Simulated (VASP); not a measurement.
# Hf (Fm-3m) in VASP: a series of runs

The runs below take Hf through single point, relaxation of cell and atoms, with LDA.

Program: VASP 6.6.1. These are calculated values, not measurements. Logs are shortened: lines on timing, memory, paths and dates and some standing lists are left out, and cuts for length are marked.

**1. The cell of the first run**

The structure is cubic, space group Fm-3m (No. 225). The conventional cell has a = 4.365 Å, b = 4.365 Å, c = 4.365 Å, α = 90.00°, β = 90.00°, γ = 90.00°. Hf (site symmetry m-3m) has 12 Hf at 3.09 Å within 4.1 Å.

This isn't the form of Hf at room conditions, which is hcp.

**2. Single point, LDA**

Input file INCAR:

```
ALGO     = Normal         # electronic algorithm
EDIFF    = 1E-6           # SCF threshold, eV
ENCUT    = 500            # plane-wave cutoff, eV
GGA_COMPAT= F            
ISIF     = 2              # what is computed and relaxed
ISMEAR   = 1              # smearing method
LASPH    = T              # aspherical terms in the spheres
LCHARG   = F              # write CHGCAR
LREAL    = F              # projectors in reciprocal space
LWAVE    = F              # write WAVECAR
NBANDS   = 11             # bands
NELM     = 120            # most SCF steps
PREC     = Accurate       # precision mode
SIGMA    = 0.05           # smearing width, eV
```

Input file KPOINTS:

```
k-points
0
Gamma
  10 10 10
```

Input file POSCAR:

```
Hf
1.0
    0.0000000000      2.1827128693      2.1827128693
    2.1827128693      0.0000000000      2.1827128693
    2.1827128693      2.1827128693      0.0000000000
Hf
1
Direct
    0.0000000000      0.0000000000      0.0000000000
```

Potentials or basis: VASP PAW LDA potentials, release 64 (Hf_pv).

Started as:

```console
> cat potpaw_LDA.64/Hf_pv/POTCAR > POTCAR
> mpirun -np 1 vasp_std > vasp.out
```

OUTCAR:

```text
EDIFF = 1E-6
   ENCUT = 500
   ISIF = 2
   ISMEAR = 1
   LASPH = T
   LREAL = F
   NELM = 120
   PREC = Accurate

 ion  position               nearest neighbor table
   1  0.000  0.000  0.000-

  LATTYP: Found a face centered cubic cell.
 ALAT       =     4.3654257386

  Lattice vectors:

 A1 = (   0.0000000000,   2.1827128693,   2.1827128693)
 A2 = (   2.1827128693,   0.0000000000,   2.1827128693)
 A3 = (   2.1827128693,   2.1827128693,   0.0000000000)

Analysis of symmetry for initial positions (statically):
=====================================================================
 Subroutine PRICEL returns:
 Original cell was already a primitive cell.

 Routine SETGRP: Setting up the symmetry group for a
 face centered cubic supercell.

 Subroutine GETGRP returns: Found 48 space group operations
 (whereof 48 operations were pure point group operations)
 out of a pool of 48 trial point group operations.

The static configuration has the point symmetry O_h .

Analysis of symmetry for dynamics (positions and initial velocities):
=====================================================================
 Subroutine PRICEL returns:
 Original cell was already a primitive cell.

 Routine SETGRP: Setting up the symmetry group for a
 face centered cubic supercell.

 Subroutine GETGRP returns: Found 48 space group operations
 (whereof 48 operations were pure point group operations)
 out of a pool of 48 trial point group operations.

The dynamic configuration has the point symmetry O_h .

 Subroutine INISYM returns: Found 48 space group operations
 (whereof 48 operations are pure point group operations),
 and found     1 'primitive' translations

----------------------------------------------------------------------------------------

                                     Primitive cell

  volume of cell :      20.7979

  direct lattice vectors                    reciprocal lattice vectors
     0.000000000  2.182712869  2.182712869    -0.229072732  0.229072732  0.229072732
     2.182712869  0.000000000  2.182712869     0.229072732 -0.229072732  0.229072732
     2.182712869  2.182712869  0.000000000     0.229072732  0.229072732 -0.229072732

  length of vectors
     3.086822143  3.086822143  3.086822143     0.396765610  0.396765610  0.396765610

  position of ions in fractional coordinates (direct lattice)
     0.000000000  0.000000000  0.000000000

  ion indices of the primitive-cell ions
   primitive index   ion index
                 1           1

----------------------------------------------------------------------------------------

 KPOINTS: k-points

Automatic generation of k-mesh.
 Grid dimensions read from file:
 generate k-points for:   10   10   10

 Generating k-lattice:

  Cartesian coordinates                     Fractional coordinates (reciprocal lattice)
    -0.022907273  0.022907273  0.022907273     0.100000000  0.000000000  0.000000000
     0.022907273 -0.022907273  0.022907273     0.000000000  0.100000000  0.000000000
     0.022907273  0.022907273 -0.022907273     0.000000000  0.000000000  0.100000000

  Length of vectors
     0.039676561  0.039676561  0.039676561

  Shift w.r.t. Gamma in fractional coordinates (k-lattice)
     0.000000000  0.000000000  0.000000000

 Subroutine IBZKPT returns following result:
 ===========================================

 Found     47 irreducible k-points:

 Following reciprocal coordinates:
            Coordinates               Weight
  0.000000  0.000000  0.000000      1.000000
  0.100000  0.000000  0.000000      8.000000
  0.200000  0.000000  0.000000      8.000000
  0.300000  0.000000  0.000000      8.000000
  0.400000  0.000000  0.000000      8.000000
  0.500000  0.000000  0.000000      4.000000
[... 16 lines left out ...]
  0.300000  0.300000  0.000000      6.000000
  0.400000  0.300000  0.000000     24.000000
 [... further k-points ...]
   k-points           NKPTS =     47   k-points in BZ     NKDIM =     47   number of bands    NBANDS=     11
   number of dos      NEDOS =    301   number of ions     NIONS =      1
   total plane-waves  NPLWV =  13824
   dimension x,y,z NGX =    24 NGY =   24 NGZ =   24
   dimension x,y,z NGXF=    48 NGYF=   48 NGZF=   48
   ions per type =               1
   NGX,Y,Z   is equivalent  to a cutoff of  12.93, 12.93, 12.93 a.u.
   NGXF,Y,Z  is equivalent  to a cutoff of  25.85, 25.85, 25.85 a.u.
 SYSTEM =  unknown system
   PREC   = accura    normal or accurate (medium, high low for compatibility)
   ISTART =      0    job   : 0-new  1-cont  2-samecut
   ICHARG =      2    charge: 1-file 2-atom 10-const
   ISPIN  =      1    spin polarized calculation?
   LNONCOLLINEAR =      F non collinear calculations
   LSORBIT =      F    spin-orbit coupling
   LASPH  =      T    aspherical Exc in radial PAW
   ENCUT  =  500.0 eV  36.75 Ry    6.06 a.u.   5.63  5.63  5.63*2*pi/ulx,y,z
   NELM   =    120;   NELMIN=  2; NELMDL= -5     # of ELM steps
   EDIFF  = 0.1E-05   stopping-criterion for ELM
   LREAL  =      F    real-space projection
   EDIFFG = 0.1E-04   stopping-criterion for IOM
   NSW    =      0    number of steps for IOM
   IBRION =     -1    ionic relax: 0-MD 1-quasi-New 2-CG
   NFREE  =      0    steps in history (QN), initial steepest desc. (CG)
   ISIF   =      2    stress and relaxation
   ISYM   =      2    0-nonsym 1-usesym 2-fastsym
   POTIM  = 0.5000    time-step for ionic-motion
   TEBEG  =    0.0;   TEEND  =   0.0 temperature during run
   PSTRESS=    0.0 pullay stress
   NELECT =      10.0000    total number of electrons
   NUPDOWN=      -1.0000    fix difference up-down
   EMIN   =  10.00;   EMAX   =-10.00  energy-range for DOS
   EFERMI =   0.00;   METHOD = LEGACY
   ISMEAR =     1;   SIGMA  =   0.05  broadening in eV -4-tet -1-fermi 0-gaus
   EFERMI_NEDOS =   21; number of points for ismear=-14 and -15
   IALGO  =     38    algorithm
   IMIX   =      4    mixing-type and parameters
     AMIX     =   0.40;   BMIX     =  1.00
     AMIX_MAG =   1.60;   BMIX_MAG =  1.00
  volume/ion in A,a.u.               =      20.80       140.35
  Fermi-wavevector in a.u.,A,eV,Ry     =   1.282532  2.423634 22.380066  1.644888
  Thomas-Fermi vector in A             =   2.414838
   LORBIT       =      0    0 simple, 1 ext, 2 COOP (PROOUT), +10 PAW based schemes
   GGA     = CA    functional components
   LHFCALC =     F    Hartree Fock is set to
   AEXX    =    0.0000 exact exchange contribution
   IVDW    =     0    specifies the selected vdW correction
   LEPSILON=     F    determine dielectric tensor
   LRPA    =     F    only Hartree local field effects (RPA)
 non-spin polarized calculation
 Methfessel and Paxton  Order N= 1 SIGMA  =   0.05
  energy-cutoff  :      500.00
  volume of cell :       20.80
 maximum number of plane-waves:       544
   NGX = 11   NGY = 11   NGZ = 11

 number of electron      10.0000001 magnetization

 Free energy of the ion-electron system (eV)
  ---------------------------------------------------
  ext. energy  EPLUGINS =         0.00000000
  ---------------------------------------------------
  free energy    TOTEN  =       -10.63420210 eV

  energy without entropy =      -10.63442047  energy(sigma->0) =      -10.63427489

 E-fermi :   5.1204     XC(G=0): -11.8075

 val. band max:        5.1024294703   @ k =  -0.2000   0.1000   0.0000
 cond. band min:       5.1547702176   @ k =   0.3000   0.0000   0.0000
 fundamental gap:      0.0523407473
 Fermi energy:         5.1203556097

 k-point     1 :       0.0000    0.0000    0.0000
  band No.  band energies     occupation
      1     -24.4550      2.00000
      2     -24.4550      2.00000
      3     -24.4550      2.00000
      4      -2.2442      2.00000
      5       6.4985      0.00000
      6       6.4985      0.00000
      7       6.4985      0.00000
      8       9.5167      0.00000
      9       9.5167      0.00000
     10      16.8125      0.00000
     11      17.5009      0.00000

 k-point     2 :       0.1000    0.0000    0.0000
  band No.  band energies     occupation
      1     -24.5639      2.00000
      2     -24.4685      2.00000
      3     -24.4685      2.00000
      4      -1.8651      2.00000
      5       6.1426      0.00000
      6       6.6717      0.00000
      7       6.6717      0.00000
      8       9.3317      0.00000
      9       9.3317      0.00000
     10      17.5001      0.00000
     11      17.6138      0.00000

 k-point     3 :       0.2000    0.0000    0.0000
  band No.  band energies     occupation
      1     -24.8403      2.00000
      2     -24.5035      2.00000
      3     -24.5035      2.00000
      4      -0.8541      2.00000
      5       5.4674     -0.00000
      6       6.9189      0.00000
      7       6.9189      0.00000
      8       9.2406      0.00000
      9       9.2406      0.00000
     10      17.4849      0.00000
     11      17.6943      0.00000

 k-point     4 :       0.3000    0.0000    0.0000
  band No.  band energies     occupation
      1     -25.1661      2.00000
      2     -24.5464      2.00000
      3     -24.5464      2.00000
      4       0.3625      2.00000
      5       5.1548      0.08856
      6       6.7253      0.00000
      7       6.7253      0.00000
      8      10.0044      0.00000
      9      10.0044      0.00000
     10      16.3155      0.00000
     11      17.5033      0.00000
[... 239 lines left out ...]
 k-point    22 :      -0.2000    0.2000    0.0000
  band No.  band energies     occupation
      1     -25.1139      2.00000
      2     -24.7517      2.00000
      3     -24.5409      2.00000
      4       1.0638      2.00000
      5       4.7567      2.00000
      6       5.9163     -0.00000
      7       7.7441      0.00000
      8       8.2529      0.00000
      9      11.7650      0.00000
     10      17.4815      0.00000
     11      18.1489      0.00000

 k-point    23 :       0.3000    0.3000    0.0000
  band No.  band energies     occupation
      1     -25.1312      2.00000
      2     -24.7048      2.00000
      3     -24.7048      2.00000
      4       1.1328      2.00000
      5       3.6878      2.00000
      6       6.2672      0.00000
      7       9.1804      0.00000
      8       9.1804      0.00000
      9      10.9291      0.00000
     10      17.4963      0.00000
     11      20.6529      0.00000

 k-point    24 :       0.4000    0.3000    0.0000
  band No.  band energies     occupation
      1     -25.2655      2.00000
      2     -24.7814      2.00000
      3     -24.7466      2.00000
      4       1.7427      2.00000
      5       3.4134      2.00000
      6       6.1186     -0.00000
      7       9.4487      0.00000
      8      10.5806      0.00000
      9      11.7092      0.00000
     10      17.4516      0.00000
     11      17.8111      0.00000

 [... further k-points ...]
[... 5 lines left out ...]
  --------------------------------------------------------------------------------------
  -------------------------------------------------------------------------------------
  Total        0.0035034      0.0035034      0.0035034      0.0000000      0.0000000      0.0000000
  in kB        0.2698894      0.2698894      0.2698894      0.0000000      0.0000000      0.0000000
  external PRESSURE =       0.2698894 kB  Pullay stress =       0.0000000 kB

 VOLUME and BASIS-vectors are now :
 -----------------------------------------------------------------------------
  energy-cutoff  :      500.00
  volume of cell :       20.80
      direct lattice vectors                 reciprocal lattice vectors
     0.000000000  2.182712869  2.182712869    -0.229072732  0.229072732  0.229072732
     2.182712869  0.000000000  2.182712869     0.229072732 -0.229072732  0.229072732
     2.182712869  2.182712869  0.000000000     0.229072732  0.229072732 -0.229072732

 POSITION                                       TOTAL-FORCE (eV/Angst)
 -----------------------------------------------------------------------------------
      0.00000      0.00000      0.00000         0.000000      0.000000      0.000000
 -----------------------------------------------------------------------------------
    total drift:                               -0.000000      0.000000      0.000000

  FREE ENERGIE OF THE ION-ELECTRON SYSTEM (eV)
  ---------------------------------------------------
  free  energy   TOTEN  =       -10.6342021005 eV

  energy  without entropy=      -10.6344204741  energy(sigma->0) =      -10.63427489
```

It took 5.7 s on 1 thread of AMD EPYC 9R45 (Zen 5), shared host; peak memory 0.1 GiB.

What came out:

```
Free energy            : -10.6342 eV
Pressure               : 0.0 GPa
Band gap on the k mesh : zero (bands 5 and 6 overlap by 1.75 eV)
```

Levels at points of the mesh, in eV from the Fermi level:
```csv
k point,band 1,band 2,band 3,band 4,band 5,band 6,band 7,band 8,band 9,band 10
"(0.00, 0.00, 0.00)",-29.58,-29.58,-29.58,-7.36,1.38,1.38,1.38,4.40,4.40,11.69
"(0.50, 0.00, 0.00)",-30.63,-29.71,-29.71,-3.82,1.02,1.12,1.12,6.76,6.76,10.29
"(0.50, 0.50, 0.00)",-30.56,-29.95,-29.95,-3.56,-2.41,3.10,6.75,7.47,7.47,10.63
```

Caveat: spin-orbit coupling is left out, which moves the levels of the heavy elements.

**3. Relaxation of cell and atoms, LDA**

This run uses another cell than the first one, of 22.33 Å³/atom.

Input file INCAR:

```
ALGO     = Normal         # electronic algorithm
EDIFF    = 1E-7           # SCF threshold, eV
EDIFFG   = -0.01          # ionic threshold
ENCUT    = 500            # plane-wave cutoff, eV
GGA      = CA             # functional
GGA_COMPAT= F            
IBRION   = 2              # ionic algorithm
ISIF     = 3              # what is computed and relaxed
ISMEAR   = 1              # smearing method
LASPH    = T              # aspherical terms in the spheres
LCHARG   = F              # write CHGCAR
LREAL    = F              # projectors in reciprocal space
LWAVE    = F              # write WAVECAR
NELM     = 120            # most SCF steps
NELMIN   = 4            
NSW      = 60             # ionic steps
PREC     = Accurate       # precision mode
SIGMA    = 0.05           # smearing width, eV
```

KPOINTS is that of step 2.

Input file POSCAR:

```
Hf
1.0
    0.0000000000      2.2350000000      2.2350000000
    2.2350000000      0.0000000000      2.2350000000
    2.2350000000      2.2350000000      0.0000000000
Hf
1
Direct
    0.0000000000      0.0000000000      0.0000000000
```

Potentials or basis: VASP PAW LDA potentials, release 64 (Hf_pv).

Started as:

```console
> cat potpaw_LDA.64/Hf_pv/POTCAR > POTCAR
> mpirun -np 1 vasp_std > vasp.out
```

Wall time 14 s (1 thread of AMD EPYC 9R45 (Zen 5), shared host); peak memory 0.11 GiB.

The run converged. Its results:

- Free energy: -10.6344 eV
- Relaxed volume: 20.80 Å³/atom
- Relaxed cell: a = 3.087 Å, b = 3.087 Å, c = 3.087 Å, α = 60.00°, β = 60.00°, γ = 60.00°
- Space group after relaxing (to 0.1 Å): Fm-3m (No. 225)
- Energy gained by relaxing: 38.6 meV/atom
- Ionic steps: 4
- Pressure after relaxing: 0.0 GPa
- Band gap on the k mesh: zero (bands 5 and 6 overlap by 1.75 eV)

Step by step:
| step | energy change (eV) | largest force (eV/Å) | pressure (GPa) | volume (Å³) |
| --- | --- | --- | --- | --- |
| 1 | 0.0000 | 0.0000 | -7.71 | 22.33 |
| 2 | 0.0251 | 0.0000 | 12.07 | 19.03 |
| 3 | -0.0386 | 0.0000 | -0.21 | 20.84 |
| 4 | -0.0386 | 0.0000 | -0.02 | 20.80 |

Final structure:
```yaml
crystal:
  lattice:
    - [0.00000, 2.18291, 2.18291]
    - [2.18291, 0.00000, 2.18291]
    - [2.18291, 2.18291, 0.00000]
  atoms:
    - { symbol: Hf, position: [0.00000, 0.00000, 0.00000] }
```

Levels at points of the mesh, in eV from the Fermi level:
```
           k point  band 2  band 3  band 4  band 5  band 6  band 7  band 8  band 9
(0.00, 0.00, 0.00)  -29.58  -29.58   -7.36    1.38    1.38    1.38    4.40    4.40
(0.50, 0.00, 0.00)  -29.71  -29.71   -3.82    1.02    1.12    1.12    6.75    6.75
(0.50, 0.50, 0.00)  -29.95  -29.95   -3.56   -2.41    3.10    6.75    7.47    7.47
```

Caveat: spin-orbit coupling is left out, which moves the levels of the heavy elements.

The gap in the log of VASP goes by the Fermi energy; the results here count the filled bands.